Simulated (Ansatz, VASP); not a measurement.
**Two plane-wave programs on C**

File POSCAR:

```
C
1.0
    0.0000000000      1.7801241425      1.8513291082
    1.7801241425      0.0000000000      1.8513291082
    1.7801241425      1.7801241425      0.0000000000
C
2
Direct
    0.0000000000      0.0000000000      0.0000000000
    0.2500000000      0.2500000000      0.2500000000
```

INCAR.step1

```
PREC = Accurate
ENCUT = 520
ISMEAR = 0
SIGMA = 0.01
LREAL = F
LASPH = T
NELM = 60
NBANDS = 11
GGA = PE
ALGO = Normal
EDIFF = 1E-4
LWAVE = T
LCHARG = F
```

The input INCAR.step2:

```
PREC = Accurate
ENCUT = 520
EDIFF = 1E-6
ISMEAR = 0
SIGMA = 0.01
LREAL = F
LASPH = T
NELM = 60
ALGO = Normal
ISIF = 2
LWAVE = F
LCHARG = F
METAGGA = R2SCAN
LMIXTAU = T
NBANDS = 11
ISTART = 1
```

KPOINTS

```
regular mesh
0
Gamma
  12 12 12
```

Input for Ansatz:

```yaml
crystal:
  lattice:
    - [0.0, 1.7801241425, 1.8513291082]
    - [1.7801241425, 0.0, 1.8513291082]
    - [1.7801241425, 1.7801241425, 0.0]
  atoms:
    - { symbol: C, position: [0.0, 0.0, 0.0] }
    - { symbol: C, position: [0.25, 0.25, 0.25] }
kpoints:
  mp_grid: { grid: [12, 12, 12] }
  band_path:
    path:
      - [0.0, 0.0, 0.0]
      - [0.5, 0.0, 0.5]
      - [0.625, 0.25, 0.625]
      - [0.375, 0.375, 0.75]
      - [0.5, 0.5, 0.5]
      - [0.5, 0.25, 0.75]
      - [0.0, 0.365885, 0.365885]
    npoints: 1
hamiltonian:
  xc: r2scan
scf:
  occupations: { method: fixed }
  n_extra_bands: 4
output:
  forces: true
  stress: true
  eigenvalues: true
```

Change from the starting cell: uniaxial_z strain +4.0%.

Alike in both runs: task single point; functional r2SCAN; k mesh 12 × 12 × 12; no spin polarisation.

|  | VASP | Ansatz |
| --- | --- | --- |
| version | VASP 6.6.1 | Ansatz 0.2.0 |
| potentials or method | VASP PAW PBE potentials, release 64 (C) | plane waves, PAW |
| plane-wave cutoff (eV) | 520 | 500 |
| occupations | gaussian, width 0.01 eV | fixed |
| valence electrons in the cell | 8 | 8 |

|  | VASP | Ansatz | Ansatz less VASP |
| --- | --- | --- | --- |
| gap on the k mesh at the Fermi level (eV) | 3.75 | 3.78 | +0.028 |
| pressure (GPa) | -15.4 | -16.4 | -0.96 |
| traceless stress, the component that is largest in VASP (GPa) | -25.76 | -25.80 | -0.040 |

VASP's potentials were made for PBE, not for r2SCAN.
